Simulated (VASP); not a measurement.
**Si3Te: relaxation of cell and atoms with PBE**

The system is Si3Te.

```xyz
4
Lattice="5.9186 0.0000 0.0000 -2.9593 5.1257 0.0000 0.0000 0.0000 2.6414" Properties=species:S:1:pos:R:3 pbc="T T T"
Si    2.9593    0.0000    1.3207
Si   -1.4796    2.5628    1.3207
Si    1.4796    2.5628    1.3207
Te    0.0000    0.0000    1.3207
```

The cell was generated, and may not be a known phase.

| Quantity | Value |
| --- | --- |
| Program | VASP 6.6.1 |
| Task | relaxation of cell and atoms |
| Functional | PBE |
| Potentials or basis | VASP PAW PBE potentials, release 64 (Si, Te) |
| Cutoff | 600 eV |
| k mesh | 12 × 12 × 18 |
| Occupations | gaussian, width 0.1 eV |
| Spin | no spin polarisation |
| Dipole correction | no |
| Further INCAR settings | ALGO = Normal; EDIFF = 1e-06; IBRION = 2; EDIFFG = -0.01; NSW = 100; ISIF = 3 |

- Relaxed volume: 19.98 Å³/atom
- Relaxed cell: a = 5.776 Å, b = 5.776 Å, c = 2.767 Å, α = 90.00°, β = 90.00°, γ = 120.00°
- Space group after relaxing (to 0.1 Å): P6/mmm (No. 191)
- Energy gained by relaxing: 33.0 meV/atom
- Ionic steps: 6
- Pressure after relaxing: 0.0 GPa
- Band gap on the k mesh: zero (bands 9 and 10 overlap by 5.26 eV)

The path:
| step | energy change (eV) | largest force (eV/Å) | pressure (GPa) | volume (Å³) |
| --- | --- | --- | --- | --- |
| 1 | 0.0000 | 0.0000 | 0.89 | 80.13 |
| 2 | -0.1259 | 0.0000 | -1.07 | 81.26 |
| 3 | -0.1279 | 0.0000 | -0.88 | 81.08 |
| 4 | -0.1282 | 0.0000 | -0.92 | 81.12 |
| 5 | -0.1318 | 0.0000 | 0.10 | 79.82 |
| 6 | -0.1318 | 0.0000 | 0.01 | 79.93 |

Final structure:
```xyz
4
Lattice="5.7756 0.0000 0.0000 -2.8878 5.0018 0.0000 0.0000 0.0000 2.7670" Properties=species:S:1:pos:R:3 pbc="T T T"
Si    2.8878    0.0000    1.3835
Si   -1.4439    2.5009    1.3835
Si    1.4439    2.5009    1.3835
Te    0.0000    0.0000    1.3835
```

Levels at points of the mesh, in eV from the Fermi level:
```tsv
k point	band 7	band 8	band 9	band 10	band 11	band 12
(0.00, 0.00, 0.00)	-5.23	2.78	2.78	3.16	4.12	5.83
(0.50, 0.00, 0.00)	-2.92	-1.52	0.00	0.19	3.72	4.64
(0.00, 0.00, 0.50)	-3.47	-3.47	-2.57	-1.83	-1.83	1.61
(0.50, 0.00, 0.50)	-2.91	-2.17	-0.26	-0.10	0.02	1.08
```

Run time: 21 min on 1 thread of Intel Xeon 8259CL, on a shared host, peak memory 0.39 GiB.

Caveat: spin-orbit coupling is left out, which moves the levels of the heavy elements.
